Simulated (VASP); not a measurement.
Crystal: MnS.

```xyz
2
Lattice="0.0000 2.8000 2.8000 2.8000 0.0000 2.8000 2.8000 2.8000 0.0000" Properties=species:S:1:pos:R:3 pbc="T T T"
Mn    0.0000    0.0000    0.0000
S     1.4000    1.4000    1.4000
```

Base run:

```yaml
Program: VASP 6.6.1
Functional: PBEsol
Dispersion: D4
Potentials_or_basis: VASP PAW PBE potentials, release 64 (Mn_pv, S)
Cutoff: 520 eV
k_mesh: 6 × 6 × 6
Occupations: methfessel-paxton, width 0.15 eV
Spin: collinear spin, ferromagnetic start
Starting_moments: "[1.36, -0.1] μB"
Fixed_moment: 1.2 μB
```

Its results: pressure -23.6 GPa; site moments Mn +1.28; S -0.08 μB.

The run is repeated on the same cell with these changes: fixed moment from 1.2 μB to 4.8 μB; moments at the start from [1.36, -0.1] to [4.49, 0.11]. What comes out?

Pressure -4.3 GPa; site moments Mn +4.25; S +0.06 μB.

Caveats: the cell stands under tension; the PAW data sets were made with another functional, which shifts forces and pressure a little; the total moment is fixed, so each spin has its own Fermi level; a cell with one magnetic atom can't hold antiferromagnetic order, which such compounds often take.
